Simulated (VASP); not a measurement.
Set up this calculation in VASP 6.6.1, as the native input.

| Item | Value |
| --- | --- |
| Task | single point |
| Functional | PBE |
| Potentials or basis | VASP PAW PBE potentials, release 64 (Nb_sv, In_d, S) |
| Cutoff | 520 eV |
| k mesh | 12 × 12 × 6 |
| Occupations | gaussian, width 0.1 eV |
| Spin | no spin polarisation |
| Dipole correction | no |
| Further INCAR settings | ALGO = Normal; EDIFF = 1e-07; NBANDS = 34 |

The structure of NbInS4 lies in POSCAR:

```
NbInS4
1.0
    4.5063618502      0.0000000000      0.0000000000
   -2.2531809251      3.9026238409      0.0000000000
    0.0000000000      0.0000000000      6.2239340437
Nb In S
1 1 4
Direct
    0.0000000000      0.0000000000      0.0000000000
    0.0000000000      0.0000000000      0.5000000000
    0.3333333333      0.6666666667      0.1931410668
    0.6666666667      0.3333333333      0.1931410668
    0.6666666667      0.3333333333      0.8068589332
    0.3333333333      0.6666666667      0.8068589332
```

The cell was generated, and may not be a known phase.

One way to write it, as run:

INCAR

```
SYSTEM = NbInS4
ALGO = Normal
EDIFF = 1E-7
ENCUT = 520
GGA = PE
ISIF = 2
ISMEAR = 0
LASPH = .TRUE.
LCHARG = .TRUE.
LELF = .TRUE.
LREAL = .FALSE.
LVHAR = .TRUE.
LWAVE = .FALSE.
NBANDS = 34
NELM = 60
PREC = Accurate
SIGMA = 0.1
```

KPOINTS

```
k-points
0
G
  12 12 6
  0 0 0
```

Potentials or basis: VASP PAW PBE potentials, release 64 (Nb_sv, In_d, S).

Command:

```bash
$ cat potpaw_PBE.64/Nb_sv/POTCAR potpaw_PBE.64/In_d/POTCAR potpaw_PBE.64/S/POTCAR > POTCAR
$ mpirun -np 1 vasp_std > vasp.out
```

Results of the run:

* Pressure: -0.2 GPa
* Largest force: 0.031 eV/Å
* Band gap on the k mesh: zero (bands 25 and 26 overlap by 1.31 eV)

Caveat: spin-orbit coupling is left out, which moves the levels of the heavy elements.

Wall time 8.7 min on 1 thread of AMD EPYC 7R13, on a shared host, peak memory 0.39 GiB.
